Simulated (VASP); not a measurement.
# SnO2 (P4_2/mnm) in VASP: single point with r2SCAN

Aim: the single point of SnO2 with r2SCAN.

Program: VASP 6.6.1. These are calculated values, not measurements. Logs are shortened: lines on timing, memory, paths and dates and some standing lists are left out, and cuts for length are marked.

## 1. The cell of the first run

Symmetry: P4_2/mnm, No. 136, tetragonal system. The conventional cell has a = 4.827 Å, b = 4.827 Å, c = 3.238 Å, α = 90.00°, β = 90.00°, γ = 90.00°. Sn (site symmetry mmm) has 6 O at 2.09 Å within 2.8 Å. Within 2.8 Å of O (site symmetry m2m) lie 3 Sn at 2.09 Å and 1 O at 2.64 Å.

## 2. Single point, r2SCAN

The input, POSCAR:

```
SnO2
1.0
    4.8274195352      0.0000000000      0.0000000000
    0.0000000000      4.8274195352      0.0000000000
    0.0000000000      0.0000000000      3.2380692396
Sn O
2 4
Direct
    0.0000000000      0.0000000000      0.0000000000
    0.5000000000      0.5000000000      0.5000000000
    0.3065442698      0.3065442698      0.0000000000
    0.1934557302      0.8065442698      0.5000000000
    0.6934557302      0.6934557302      0.0000000000
    0.8065442698      0.1934557302      0.5000000000
```

The input, INCAR.step1:

```
ALGO = Normal ; EDIFF = 1E-5
ENCUT = 660 ; GGA = PE
GGA_COMPAT = F ; ISMEAR = 0
LASPH = T ; LCHARG = F
LREAL = F ; LWAVE = T
NBANDS = 35 ; NELM = 120
PREC = Accurate ; SIGMA = 0.02
```

The input, INCAR.step2:

```
ALGO = Normal ; EDIFF = 1E-6
ENCUT = 660 ; GGA_COMPAT = F
ISIF = 2 ; ISMEAR = 0
ISTART = 1 ; LASPH = T
LCHARG = T ; LELF = T
LMIXTAU = T ; LREAL = F
LVHAR = T ; LWAVE = F
METAGGA = R2SCAN ; NBANDS = 35
NELM = 120 ; PREC = Accurate
SIGMA = 0.02
```

The input, KPOINTS:

```
k-points
0
Gamma
  6 6 8
```

Potentials or basis: VASP PAW PBE potentials, release 64 (Sn_d, O).

Command:

```console
$ cat potpaw_PBE.64/Sn_d/POTCAR potpaw_PBE.64/O/POTCAR > POTCAR
$ cp INCAR.step1 INCAR
$ mpirun -np 1 vasp_std > vasp.out
$ cp INCAR.step2 INCAR
$ mpirun -np 1 vasp_std > vasp.out
```

OUTCAR:

```text
EDIFF = 1E-6
   ENCUT = 660
   ISIF = 2
   ISMEAR = 0
   ISTART = 1
   LASPH = T
   LREAL = F
   METAGGA = R2SCAN
   NELM = 120
   PREC = Accurate

 ion  position               nearest neighbor table
   1  0.000  0.000  0.000-   4 2.09   6 2.09   4 2.09   6 2.09   5 2.09   3 2.09
   2  0.500  0.500  0.500-   3 2.09   5 2.09   3 2.09   5 2.09   4 2.09   6 2.09
   3  0.307  0.307  0.000-   2 2.09   2 2.09   1 2.09
   4  0.193  0.807  0.500-   1 2.09   1 2.09   2 2.09
   5  0.693  0.693  0.000-   2 2.09   2 2.09   1 2.09
   6  0.807  0.193  0.500-   1 2.09   1 2.09   2 2.09

  LATTYP: Found a simple tetragonal cell.
 ALAT       =     4.8274195352
 C/A-ratio  =     0.6707660720

  Lattice vectors:

 A1 = (   4.8274195352,   0.0000000000,   0.0000000000)
 A2 = (   0.0000000000,   4.8274195352,   0.0000000000)
 A3 = (   0.0000000000,   0.0000000000,   3.2380692396)

Analysis of symmetry for initial positions (statically):
=====================================================================
 Subroutine PRICEL returns:
 Original cell was already a primitive cell.

 Routine SETGRP: Setting up the symmetry group for a
 simple tetragonal supercell.

 Subroutine GETGRP returns: Found 16 space group operations
 (whereof  8 operations were pure point group operations)
 out of a pool of 16 trial point group operations.

The static configuration has the point symmetry D_2h.
 The point group associated with its full space group is D_4h.

Analysis of symmetry for dynamics (positions and initial velocities):
=====================================================================
 Subroutine PRICEL returns:
 Original cell was already a primitive cell.

 Routine SETGRP: Setting up the symmetry group for a
 simple tetragonal supercell.

 Subroutine GETGRP returns: Found 16 space group operations
 (whereof  8 operations were pure point group operations)
 out of a pool of 16 trial point group operations.

The dynamic configuration has the point symmetry D_2h.
 The point group associated with its full space group is D_4h.

 Subroutine INISYM returns: Found 16 space group operations
 (whereof  8 operations are pure point group operations),
 and found     1 'primitive' translations

----------------------------------------------------------------------------------------

                                     Primitive cell

[... 94 lines left out ...]
   LSORBIT =      F    spin-orbit coupling
   LASPH  =      T    aspherical Exc in radial PAW
   ENCUT  =  660.0 eV  48.51 Ry    6.96 a.u.  10.11 10.11  6.78*2*pi/ulx,y,z
   NELM   =    120;   NELMIN=  2; NELMDL=  0     # of ELM steps
   EDIFF  = 0.1E-05   stopping-criterion for ELM
   LREAL  =      F    real-space projection
   EDIFFG = 0.1E-04   stopping-criterion for IOM
   NSW    =      0    number of steps for IOM
   IBRION =     -1    ionic relax: 0-MD 1-quasi-New 2-CG
   NFREE  =      0    steps in history (QN), initial steepest desc. (CG)
   ISIF   =      2    stress and relaxation
   ISYM   =      2    0-nonsym 1-usesym 2-fastsym
   POTIM  = 0.5000    time-step for ionic-motion
   TEBEG  =    0.0;   TEEND  =   0.0 temperature during run
   PSTRESS=    0.0 pullay stress
   NELECT =      52.0000    total number of electrons
   NUPDOWN=      -1.0000    fix difference up-down
   EMIN   =  10.00;   EMAX   =-10.00  energy-range for DOS
   EFERMI =   0.00;   METHOD = LEGACY
   ISMEAR =     0;   SIGMA  =   0.02  broadening in eV -4-tet -1-fermi 0-gaus
   EFERMI_NEDOS =   21; number of points for ismear=-14 and -15
   IALGO  =     38    algorithm
   IMIX   =      4    mixing-type and parameters
     AMIX     =   0.40;   BMIX     =  1.00
     AMIX_MAG =   1.60;   BMIX_MAG =  1.00
  volume/ion in A,a.u.               =      12.58        84.87
  Fermi-wavevector in a.u.,A,eV,Ry     =   1.446007  2.732558 28.448934  2.090938
  Thomas-Fermi vector in A             =   2.564125
   LORBIT       =      0    0 simple, 1 ext, 2 COOP (PROOUT), +10 PAW based schemes
   METAGGA = R2SCAN    functional components
   LHFCALC =     F    Hartree Fock is set to
   AEXX    =    0.0000 exact exchange contribution
   IVDW    =     0    specifies the selected vdW correction
   LEPSILON=     F    determine dielectric tensor
   LRPA    =     F    only Hartree local field effects (RPA)
 non-spin polarized calculation
 Gauss-broadening in eV      SIGMA  =   0.02
  energy-cutoff  :      660.00
  volume of cell :       75.46
 maximum number of plane-waves:      2940
   NGX = 21   NGY = 21   NGZ = 13

 number of electron      52.0000001 magnetization

 Free energy of the ion-electron system (eV)
  ---------------------------------------------------
  ext. energy  EPLUGINS =         0.00000000
  ---------------------------------------------------
  free energy    TOTEN  =       -84.60458213 eV

  energy without entropy =      -84.60458213  energy(sigma->0) =      -84.60458213

 E-fermi :   5.2810     XC(G=0): -11.7407

 val. band max:        5.0997858435   @ k =   0.0000   0.0000   0.0000
 cond. band min:       6.4492047640   @ k =   0.0000   0.0000   0.0000
 fundamental gap:      1.3494189205
 Fermi energy:         5.2810025063

 k-point     1 :       0.0000    0.0000    0.0000
  band No.  band energies     occupation
      1     -16.5691      2.00000
      2     -15.7613      2.00000
      3     -15.5240      2.00000
      4     -15.5240      2.00000
      5     -15.5061      2.00000
      6     -15.4460      2.00000
[... 901 lines left out ...]
     34      18.0959      0.00000
     35      18.2370      0.00000

 [... further k-points ...]
[... 5 lines left out ...]
  --------------------------------------------------------------------------------------
  -------------------------------------------------------------------------------------
  Total       -3.0838713     -3.0838713     -3.5909378     -0.0000000      0.0000000      0.0000000
  in kB      -65.4772774    -65.4772774    -76.2433992     -0.0000000      0.0000000      0.0000000
  external PRESSURE =     -69.0659847 kB  Pullay stress =       0.0000000 kB

 VOLUME and BASIS-vectors are now :
 -----------------------------------------------------------------------------
  energy-cutoff  :      660.00
  volume of cell :       75.46
      direct lattice vectors                 reciprocal lattice vectors
     4.827419535  0.000000000  0.000000000     0.207150009  0.000000000  0.000000000
     0.000000000  4.827419535  0.000000000     0.000000000  0.207150009  0.000000000
     0.000000000  0.000000000  3.238069240     0.000000000  0.000000000  0.308826009

 POSITION                                       TOTAL-FORCE (eV/Angst)
 -----------------------------------------------------------------------------------
      0.00000      0.00000      0.00000         0.000000     -0.000000     -0.000000
      2.41371      2.41371      1.61903         0.000000     -0.000000     -0.000000
      1.47982      1.47982      0.00000         0.011835      0.011835     -0.000000
      0.93389      3.89353      1.61903        -0.011835      0.011835     -0.000000
      3.34760      3.34760      0.00000        -0.011835     -0.011835      0.000000
      3.89353      0.93389      1.61903         0.011835     -0.011835      0.000000
 -----------------------------------------------------------------------------------
    total drift:                                0.000000     -0.000000     -0.000000

  FREE ENERGIE OF THE ION-ELECTRON SYSTEM (eV)
  ---------------------------------------------------
  free  energy   TOTEN  =       -84.6045821288 eV

  energy  without entropy=      -84.6045821288  energy(sigma->0) =      -84.60458213
```

Wall time 15 min (1 thread of Oxide Virtual Turin-like, shared host); peak memory 0.28 GiB.

Results:

```yaml
Free_energy: -84.6046 eV
Pressure: -6.9 GPa
Largest_force: 0.017 eV/Å
Band_gap_on_the_k_mesh: 1.35 eV
```

Forces on the atoms (eV/Å):
```
Sn   0.000  0.000  0.000
Sn   0.000  0.000  0.000
O    0.012  0.012  0.000
O   -0.012  0.012  0.000
O   -0.012 -0.012  0.000
O    0.012 -0.012  0.000
```

Levels at points of the mesh, in eV from the valence-band top:
```tsv
k point	band 24	band 25	band 26	band 27	band 28	band 29
(0.00, 0.00, 0.00)	-0.74	-0.74	0.00	1.35	6.43	6.84
(0.50, 0.00, 0.00)	-1.17	-0.60	-0.60	4.57	4.57	7.57
(0.50, 0.50, 0.00)	-1.30	-0.88	-0.88	4.98	4.98	7.92
(0.00, 0.00, 0.50)	-1.56	-1.21	-1.21	6.40	6.40	10.22
(0.50, 0.00, 0.50)	-1.04	-0.72	-0.72	6.66	6.66	8.49
(0.50, 0.50, 0.50)	-0.93	-0.81	-0.81	5.13	5.13	9.41
```

Caveat: the cell stands under tension; the PAW data sets were made with another functional, which shifts forces and pressure a little; spin-orbit coupling is left out, which moves the levels of the heavy elements.
